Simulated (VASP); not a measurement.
A run of VASP 6.6.1 is set up as follows.

The input INCAR:

```
PREC = Accurate ; ENCUT = 520
EDIFF = 1E-7 ; ISMEAR = -1
SIGMA = 0.05 ; LREAL = F
LASPH = T ; NELM = 100
ALGO = Fast ; ISIF = 2
LWAVE = F ; LCHARG = F
GGA = RE ; IVDW = 13
NBANDS = 9
```

The input KPOINTS:

```
regular mesh
0
Gamma
  10 10 5
```

POSCAR

```
Mg
1.0
    3.2515324747      0.0000000000      0.0000000000
   -1.6257662373      2.8159097243      0.0000000000
    0.0000000000      0.0000000000      5.2788644417
Mg
2
Direct
    0.6666666667      0.3333333333      0.7500000000
    0.3333333333      0.6666666667      0.2500000000
```

Potentials or basis: VASP PAW PBE potentials, release 64 (Mg).

Command:

```console
$ cat potpaw_PBE.64/Mg/POTCAR > POTCAR
$ mpirun -np 1 vasp_std > vasp.out
```

Predict the pressure.

-2.5 GPa.

Predict the band gap on the k mesh.

zero (band 2 reaches 3.12 eV, above the bottom of band 3 at 1.24 eV).

Stress tensor (GPa, compression positive):
```
-2.91  0.00  0.00
 0.00 -2.91  0.00
 0.00  0.00 -1.78
```

Caveat: the PAW data sets were made with another functional, which shifts forces and pressure a little; pairwise dispersion overbinds metals, which lowers pressure and volume.
